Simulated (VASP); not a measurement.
# Be (P6_3/mmc) in VASP: a series of runs

The runs below take Be through single point, with PBEsol.

All numbers are computed with VASP 6.6.1; they aren't measurements. Logs are shortened: lines on timing, memory, paths and dates and some standing lists are left out, and cuts for length are marked.

**1. The cell of the first run**

It takes space group P6_3/mmc (No. 194, hexagonal). Conventional cell: a = 2.334 Å, b = 2.334 Å, c = 3.655 Å, α = 90.00°, β = 90.00°, γ = 120.00°. Be (site symmetry -6m2) has 12 Be at 2.27 to 2.33 Å within 3.0 Å.

**2. Single point, PBEsol (strain +0.015 along x and y, +0.015 along z)**

INCAR

```
PREC = Accurate
ENCUT = 520
EDIFF = 1E-7
ISMEAR = 0
SIGMA = 0.15
LREAL = F
LASPH = T
NELM = 60
ALGO = Normal
ISIF = 2
LWAVE = F
LCHARG = T
GGA = PS
LELF = T
LVHAR = T
NBANDS = 9
```

KPOINTS

```
regular mesh
0
Gamma
  24 24 14
```

POSCAR

```
Be
1.0
    2.3339945147      0.0000000000      0.0000000000
   -1.1669972574      2.0212985420      0.0000000000
    0.0000000000      0.0000000000      3.6549135000
Be
2
Direct
    0.3333333333      0.6666666667      0.2500000000
    0.6666666667      0.3333333333      0.7500000000
```

Potentials or basis: VASP PAW PBE potentials, release 64 (Be).

The run is started by

```
cat potpaw_PBE.64/Be/POTCAR > POTCAR
mpirun -np 1 vasp_std > vasp.out
```

OUTCAR:

```text
PREC = Accurate
   ENCUT = 520
   EDIFF = 1E-7
   ISMEAR = 0
   LREAL = F
   LASPH = T
   NELM = 60
   ISIF = 2
   GGA = PS

 ion  position               nearest neighbor table
   1  0.333  0.667  0.250-   2 2.27   2 2.27   2 2.27   2 2.27   2 2.27   2 2.27
   2  0.667  0.333  0.750-   1 2.27   1 2.27   1 2.27   1 2.27   1 2.27   1 2.27

  LATTYP: Found a hexagonal cell.
 ALAT       =     2.3339945147
 C/A-ratio  =     1.5659477676

  Lattice vectors:

 A1 = (   2.3339945147,   0.0000000000,   0.0000000000)
 A2 = (  -1.1669972574,   2.0212985420,   0.0000000000)
 A3 = (   0.0000000000,   0.0000000000,   3.6549135000)

Analysis of symmetry for initial positions (statically):
=====================================================================
 Subroutine PRICEL returns:
 Original cell was already a primitive cell.

 Routine SETGRP: Setting up the symmetry group for a
 hexagonal supercell.

 Subroutine GETGRP returns: Found 24 space group operations
 (whereof 12 operations were pure point group operations)
 out of a pool of 24 trial point group operations.

The static configuration has the point symmetry D_3d.
 The point group associated with its full space group is D_6h.

Analysis of symmetry for dynamics (positions and initial velocities):
=====================================================================
 Subroutine PRICEL returns:
 Original cell was already a primitive cell.

 Routine SETGRP: Setting up the symmetry group for a
 hexagonal supercell.

 Subroutine GETGRP returns: Found 24 space group operations
 (whereof 12 operations were pure point group operations)
 out of a pool of 24 trial point group operations.

The dynamic configuration has the point symmetry D_3d.
 The point group associated with its full space group is D_6h.

 Subroutine INISYM returns: Found 24 space group operations
 (whereof 12 operations are pure point group operations),
 and found     1 'primitive' translations

----------------------------------------------------------------------------------------

                                     Primitive cell

  volume of cell :      17.2428

  direct lattice vectors                    reciprocal lattice vectors
     2.333994515  0.000000000  0.000000000     0.428450021  0.247365735  0.000000000
    -1.166997257  2.021298542  0.000000000     0.000000000  0.494731470  0.000000000
     0.000000000  0.000000000  3.654913500     0.000000000  0.000000000  0.273604286
[... 89 lines left out ...]
   NFREE  =      0    steps in history (QN), initial steepest desc. (CG)
   ISIF   =      2    stress and relaxation
   ISYM   =      2    0-nonsym 1-usesym 2-fastsym
   POTIM  = 0.5000    time-step for ionic-motion
   TEBEG  =    0.0;   TEEND  =   0.0 temperature during run
   PSTRESS=    0.0 pullay stress
   NELECT =       4.0000    total number of electrons
   NUPDOWN=      -1.0000    fix difference up-down
   EMIN   =  10.00;   EMAX   =-10.00  energy-range for DOS
   EFERMI =   0.00;   METHOD = LEGACY
   ISMEAR =     0;   SIGMA  =   0.15  broadening in eV -4-tet -1-fermi 0-gaus
   EFERMI_NEDOS =   21; number of points for ismear=-14 and -15
   IALGO  =     38    algorithm
   IMIX   =      4    mixing-type and parameters
     AMIX     =   0.40;   BMIX     =  1.00
     AMIX_MAG =   1.60;   BMIX_MAG =  1.00
  volume/ion in A,a.u.               =       8.62        58.18
  Fermi-wavevector in a.u.,A,eV,Ry     =   1.005910  1.900894 13.767116  1.011854
  Thomas-Fermi vector in A             =   2.138619
   LORBIT       =      0    0 simple, 1 ext, 2 COOP (PROOUT), +10 PAW based schemes
   GGA     = PS    functional components
   LHFCALC =     F    Hartree Fock is set to
   AEXX    =    0.0000 exact exchange contribution
   IVDW    =     0    specifies the selected vdW correction
   LEPSILON=     F    determine dielectric tensor
   LRPA    =     F    only Hartree local field effects (RPA)
 non-spin polarized calculation
 Gauss-broadening in eV      SIGMA  =   0.15
  energy-cutoff  :      520.00
  volume of cell :       17.24
 maximum number of plane-waves:       494
 NGX is ok and might be reduce to    18
   NGX =  9   NGY =  9   NGZ = 13

 number of electron       4.0000000 magnetization

 Free energy of the ion-electron system (eV)
  ---------------------------------------------------
  ext. energy  EPLUGINS =         0.00000000
  ---------------------------------------------------
  free energy    TOTEN  =        -7.94609526 eV

  energy without entropy =       -7.94380837  energy(sigma->0) =       -7.94495181

 E-fermi :   6.2883     XC(G=0): -10.3274

 val. band max:        6.2882965916   @ k =   0.3333   0.2917   0.3571
 cond. band min:       6.3004725134   @ k =   0.2917   0.2500   0.0000
 fundamental gap:      0.0121759218
 Fermi energy:         6.2883489588

 k-point     1 :       0.0000    0.0000    0.0000
  band No.  band energies     occupation
      1      -4.5439      2.00000
      2       2.2205      2.00000
      3       7.2656      0.00000
      4      21.1669      0.00000
      5      21.1669      0.00000
      6      23.8712      0.00000
      7      23.8712      0.00000
      8      25.9514      0.00000
      9      31.9551      0.00000
[... 265 lines left out ...]
 k-point    24 :       0.4583    0.0417    0.0000
  band No.  band energies     occupation
      1       1.4777      2.00000
      2       3.4685      2.00000
      3       9.6400      0.00000
      4      12.5374      0.00000
      5      12.7535      0.00000
      6      14.1764      0.00000
      7      16.5768      0.00000
      8      22.0750      0.00000
      9      24.7372      0.00000

 [... further k-points ...]

------------------------ aborting loop because EDIFF is reached ----------------------------------------

  FORCE on cell =-STRESS in cart. coord.  units (eV):
  Direction    XX          YY          ZZ          XY          YZ          ZX
  --------------------------------------------------------------------------------------
  -------------------------------------------------------------------------------------
  Total       -1.0624367     -1.0624367     -1.0283974      0.0000000      0.0000000      0.0000000
  in kB      -98.7202530    -98.7202530    -95.5573645      0.0000000      0.0000000      0.0000000
  external PRESSURE =     -97.6659568 kB  Pullay stress =       0.0000000 kB

 VOLUME and BASIS-vectors are now :
 -----------------------------------------------------------------------------
  energy-cutoff  :      520.00
  volume of cell :       17.24
      direct lattice vectors                 reciprocal lattice vectors
     2.333994515  0.000000000  0.000000000     0.428450021  0.247365735  0.000000000
    -1.166997257  2.021298542  0.000000000     0.000000000  0.494731470  0.000000000
     0.000000000  0.000000000  3.654913500     0.000000000  0.000000000  0.273604286

 POSITION                                       TOTAL-FORCE (eV/Angst)
 -----------------------------------------------------------------------------------
     -0.00000      1.34753      0.91373        -0.000000     -0.000000      0.000000
      1.16700      0.67377      2.74119         0.000000      0.000000      0.000000
 -----------------------------------------------------------------------------------
    total drift:                                0.000000     -0.000000      0.000000

  FREE ENERGIE OF THE ION-ELECTRON SYSTEM (eV)
  ---------------------------------------------------
  free  energy   TOTEN  =        -7.9460952602 eV

  energy  without entropy=       -7.9438083684  energy(sigma->0) =       -7.94495181
```

OSZICAR:

```text
N       E                     dE             d eps       ncg     rms          rms(c)
DAV:   1    -0.338473680503E+01   -0.33847E+01   -0.17520E+03  8848   0.362E+02
DAV:   2    -0.791562960788E+01   -0.45309E+01   -0.43946E+01 13336   0.525E+01
DAV:   3    -0.797314366706E+01   -0.57514E-01   -0.57359E-01 10009   0.379E+00
DAV:   4    -0.797323775914E+01   -0.94092E-04   -0.94088E-04 10865   0.157E-01
DAV:   5    -0.797323781744E+01   -0.58292E-07   -0.58933E-07  9869   0.376E-03    0.115E+00
DAV:   6    -0.795450079146E+01    0.18737E-01   -0.16052E-03  9455   0.345E-01    0.697E-01
DAV:   7    -0.794609511956E+01    0.84057E-02   -0.25706E-03  9566   0.368E-01    0.108E-02
DAV:   8    -0.794609470909E+01    0.41048E-06   -0.14450E-05  9776   0.254E-02    0.460E-03
DAV:   9    -0.794609530682E+01   -0.59773E-06   -0.33260E-07 10030   0.408E-03    0.512E-04
DAV:  10    -0.794609526018E+01    0.46636E-07   -0.91238E-10  6059   0.197E-04
   1 F= -.79460953E+01 E0= -.79449518E+01  d E =-.228689E-02
```

stdout:

```text
POSCAR found type information on POSCAR Be
 POSCAR found :  1 types and       2 ions
 scaLAPACK will be used
 -----------------------------------------------------------------------------
|                                                                             |
|                                                                             |
|     You enforced a specific xc type in the INCAR file but a different       |
|     I HOPE YOU KNOW WHAT YOU ARE DOING!                                     |
|                                                                             |
 -----------------------------------------------------------------------------

 LDA part: xc-table for (Slater+PW92), standard interpolation
 POSCAR, INCAR and KPOINTS ok, starting setup
 FFT: planning ... GRIDC
 FFT: planning ... GRID_SOFT
 FFT: planning ... GRID
 WAVECAR not read
 entering main loop
```

Wall time 19 s (1 thread of Intel Xeon 6975P-C (Granite Rapids), shared host); peak memory 0.18 GiB.

Results:

```yaml
Free_energy: -7.9461 eV
Pressure: -9.8 GPa
Band_gap_on_the_k_mesh: zero (bands 2 and 3 overlap by 1.99 eV)
```

Caveat: the cell differs from its parent crystal (strain +0.015 along x and y, +0.015 along z); the cell stands under tension; the PAW data sets were made with another functional, which shifts forces and pressure a little.

**3. Single point, PBEsol (strain +0.030 along x and y, +0.000 along z)**

INCAR

```
PREC = Accurate ; ENCUT = 520
EDIFF = 1E-6 ; ISMEAR = 0
SIGMA = 0.15 ; LREAL = False
LASPH = True ; NELM = 100
ALGO = Normal ; ISIF = 2
LWAVE = False ; LCHARG = False
GGA = PS ; NBANDS = 9
```

KPOINTS is that of step 2.

POSCAR

```
Be
1.0
    2.3684870445      0.0000000000      0.0000000000
   -1.1842435223      2.0511699490      0.0000000000
    0.0000000000      0.0000000000      3.6009000000
Be
2
Direct
    0.3333333333      0.6666666667      0.2500000000
    0.6666666667      0.3333333333      0.7500000000
```

Potentials or basis: VASP PAW PBE potentials, release 64 (Be).

The run is started by

```
cat potpaw_PBE.64/Be/POTCAR > POTCAR
mpirun -np 1 vasp_std > vasp.out
```

OUTCAR:

```text
PREC = Accurate
   ENCUT = 520
   EDIFF = 1E-6
   ISMEAR = 0
   LREAL = False
   LASPH = True
   NELM = 100
   ISIF = 2
   GGA = PS

 ion  position               nearest neighbor table
   1  0.333  0.667  0.250-   2 2.26   2 2.26   2 2.26   2 2.26   2 2.26   2 2.26
   2  0.667  0.333  0.750-   1 2.26   1 2.26   1 2.26   1 2.26   1 2.26   1 2.26

  LATTYP: Found a hexagonal cell.
 ALAT       =     2.3684870445
 C/A-ratio  =     1.5203376385

  Lattice vectors:

[... 477 lines left out ...]

------------------------ aborting loop because EDIFF is reached ----------------------------------------

  FORCE on cell =-STRESS in cart. coord.  units (eV):
  Direction    XX          YY          ZZ          XY          YZ          ZX
  --------------------------------------------------------------------------------------
  -------------------------------------------------------------------------------------
  Total       -1.4472466     -1.4472466     -0.5876585      0.0000000      0.0000000      0.0000000
  in kB     -132.5468441   -132.5468441    -53.8210110      0.0000000      0.0000000      0.0000000
  external PRESSURE =    -106.3048998 kB  Pullay stress =       0.0000000 kB

 VOLUME and BASIS-vectors are now :
 -----------------------------------------------------------------------------
  energy-cutoff  :      520.00
  volume of cell :       17.49
      direct lattice vectors                 reciprocal lattice vectors
     2.368487045  0.000000000  0.000000000     0.422210458  0.243763322  0.000000000
    -1.184243522  2.051169949  0.000000000     0.000000000  0.487526643  0.000000000
     0.000000000  0.000000000  3.600900000     0.000000000  0.000000000  0.277708351

 POSITION                                       TOTAL-FORCE (eV/Angst)
 -----------------------------------------------------------------------------------
     -0.00000      1.36745      0.90023        -0.000000     -0.000000      0.000000
      1.18424      0.68372      2.70068         0.000000      0.000000      0.000000
 -----------------------------------------------------------------------------------
    total drift:                                0.000000     -0.000000      0.000000

  FREE ENERGIE OF THE ION-ELECTRON SYSTEM (eV)
  ---------------------------------------------------
  free  energy   TOTEN  =        -7.9210431798 eV

  energy  without entropy=       -7.9188559085  energy(sigma->0) =       -7.91994954
```

Run time: 18 s. Hardware: 1 thread of Intel Xeon 6975P-C (Granite Rapids), shared host; peak memory 0.17 GiB.

What came out:

```
Free energy            : -7.9210 eV
Pressure               : -10.6 GPa
Band gap on the k mesh : zero (bands 2 and 3 overlap by 2.11 eV)
```

Caveat: the cell differs from its parent crystal (strain +0.030 along x and y, +0.000 along z); the stress differs along the axes, from -13 to -5 GPa; the PAW data sets were made with another functional, which shifts forces and pressure a little.

The gap in the log of VASP goes by the Fermi energy; the results here count the filled bands.